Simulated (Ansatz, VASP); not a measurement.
**Two plane-wave programs on Te2Pt**

```
Te Pt
1.0
     4.05334    0.00000    0.00000
    -2.02667    3.51030    0.00000
     0.00000    0.00000   22.81016
Te Pt
4 2
Cartesian
  2.0267 1.1701 7.4816
  0.0000 2.3402 10.2028
  2.0267 1.1701 12.6073
  0.0000 2.3402 15.3286
  0.0000 0.0000 8.8653
  0.0000 0.0000 13.9449
```

Alike in both runs: task single point; functional PBE; dispersion D3(BJ); k mesh 9 × 9 × 1; occupations gaussian, width 0.1 eV; non-collinear spin, spin-orbit coupling.

|  | VASP | Ansatz |
| --- | --- | --- |
| version | VASP 6.6.1 | Ansatz 0.2.0 |
| potentials or method | VASP PAW PBE potentials, release 64 (Te, Pt), cutoff 400 eV | plane waves, PAW |
| valence electrons in the cell | 44 | 100 |

|  | VASP | Ansatz | Ansatz less VASP |
| --- | --- | --- | --- |
| rms of the force components (eV/Å) | 0.011 | 0.011 | +0.0001 |

VASP's potentials hold 44 valence electrons a cell and Ansatz's 100, so a difference there can come from the potentials and not from the codes. Ansatz's warnings: xc potential rough in thin density.
